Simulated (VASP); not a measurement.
Nb:

```
CELL_PARAMETERS angstrom
0.00000 2.11500 2.11500
2.11500 0.00000 2.11500
2.11500 2.11500 0.00000
ATOMIC_POSITIONS crystal
Nb 0.00000 0.00000 0.00000
```

Base run:

* Program: VASP 6.6.1
* Functional: PBEsol
* Dispersion: D3(BJ)
* Potentials or basis: VASP PAW PBE potentials, release 64 (Nb_sv)
* Cutoff: 500 eV
* k mesh: 11 × 11 × 11
* Occupations: methfessel-paxton, width 0.1 eV
* Spin: no spin polarisation

Its results: pressure -13.9 GPa.

Question: After a change of settings the same cell gave: pressure -12.1 GPa. Which change was it?
A. k mesh from 11 × 11 × 11 to 9 × 9 × 9
B. k mesh from 11 × 11 × 11 to 3 × 3 × 3
C. k mesh from 11 × 11 × 11 to 7 × 7 × 7
D. k mesh from 11 × 11 × 11 to 6 × 6 × 6

Answer: A.

Caveats: three body term missing; the PAW data sets were made with another functional, which shifts forces and pressure a little; pairwise dispersion overbinds metals, which lowers pressure and volume.
